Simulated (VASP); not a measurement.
Here is a VASP 6.6.1 calculation.

Contents of INCAR:

```
PREC = Accurate ; ENCUT = 520
EDIFF = 1E-6 ; ISMEAR = 0
SIGMA = 0.1 ; LREAL = False
LASPH = True ; NELM = 150
ALGO = Normal ; ISIF = 2
LWAVE = False ; LCHARG = False
ISPIN = 2 ; MAGMOM = 0 1 0 0 0 0
LORBIT = 11 ; LMAXMIX = 4
GGA = PE ; NBANDS = 37
```

The input KPOINTS:

```
regular mesh
0
Gamma
  4 4 4
```

File POSCAR:

```
HfMoSe4
1.0
    0.0000000000      4.2374484300      4.2374484300
    4.2374484300      0.0000000000      4.2374484300
    4.2374484300      4.2374484300      0.0000000000
Hf Mo Se
1 1 4
Direct
    0.0000000000      0.0000000000      0.0000000000
    0.2500000000      0.2500000000      0.2500000000
    0.6251497400      0.6251497400      0.1245507900
    0.6251497400      0.6251497400      0.6251497400
    0.1245507900      0.6251497400      0.6251497400
    0.6251497400      0.1245507900      0.6251497400
```

Potentials or basis: VASP PAW PBE potentials, release 64 (Hf_pv, Mo_sv, Se).

Launch:

```console
$ cat potpaw_PBE.64/Hf_pv/POTCAR potpaw_PBE.64/Mo_sv/POTCAR potpaw_PBE.64/Se/POTCAR > POTCAR
$ mpirun -np 1 vasp_std > vasp.out
```

(1) Estimate the site moments.

(2) What does it give for the pressure?

(3) What does it give for the largest force?

## Answers

(1) Hf +0.19; Mo +3.33; Se +0.04 μB.

(2) -8.8 GPa.

(3) 0.024 eV/Å.

Caveat: the cell stands under tension.
